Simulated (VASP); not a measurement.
# Pt: relaxation of the atoms with LDA

Pt, a slab with vacuum:

```
Pt
1.0
     2.75340    0.00000    0.00000
     0.00000    2.75340    0.00000
     0.00000    0.00000   21.84080
Pt
4
Direct
  0.25000 0.25000 0.36951
  0.75000 0.75000 0.45597
  0.25000 0.25000 0.54403
  0.75000 0.75000 0.63049
```

```
Program                : VASP 6.6.1
Task                   : relaxation of the atoms
Functional             : LDA
Potentials or basis    : VASP PAW LDA potentials, release 64 (Pt)
Cutoff                 : 520 eV
k mesh                 : 15 × 15 × 1
Occupations            : fermi-dirac, width 0.05 eV
Spin                   : no spin polarisation
Dipole correction      : yes
Further INCAR settings : ALGO = Normal; EDIFF = 1e-06; IBRION = 2; EDIFFG = -0.01; NSW = 32
```

| Property | Result |
| --- | --- |
| Energy gained by relaxing | 0.1 meV/atom |
| Ionic steps | 7 |
| Band gap on the k mesh | zero (bands 20 and 21 overlap by 1.56 eV) |

The path:
```tsv
step	energy change (eV)	largest force (eV/Å)	pressure (GPa)
1	0.0000	0.0451	-1.96
2	-0.0002	0.0248	-2.02
3	-0.0002	0.0313	-2.07
4	-0.0002	0.0581	-2.16
5	-0.0002	0.0400	-2.11
6	-0.0003	0.0145	-2.15
7	-0.0003	0.0011	-2.18
```

Final structure:
```
Pt
1.0
     2.75340    0.00000    0.00000
     0.00000    2.75340    0.00000
     0.00000    0.00000   21.84080
Pt
4
Direct
  0.25000 0.25000 0.36918
  0.75000 0.75000 0.45586
  0.25000 0.25000 0.54414
  0.75000 0.75000 0.63082
```

Levels at points of the mesh, in eV from the Fermi level:
```csv
k point,band 16,band 17,band 18,band 19,band 20,band 21,band 22,band 23,band 24
"(0.00, 0.00, 0.00)",-1.60,-0.93,-0.78,-0.78,-0.10,0.14,0.27,0.27,0.27
```

It took 3.5 min on 4 MPI ranks on Oxide Virtual Turin-like Processor, with other jobs on the host, peak memory 0.24 GiB a rank.

Caveat: spin-orbit coupling is left out, which moves the levels of the heavy elements.
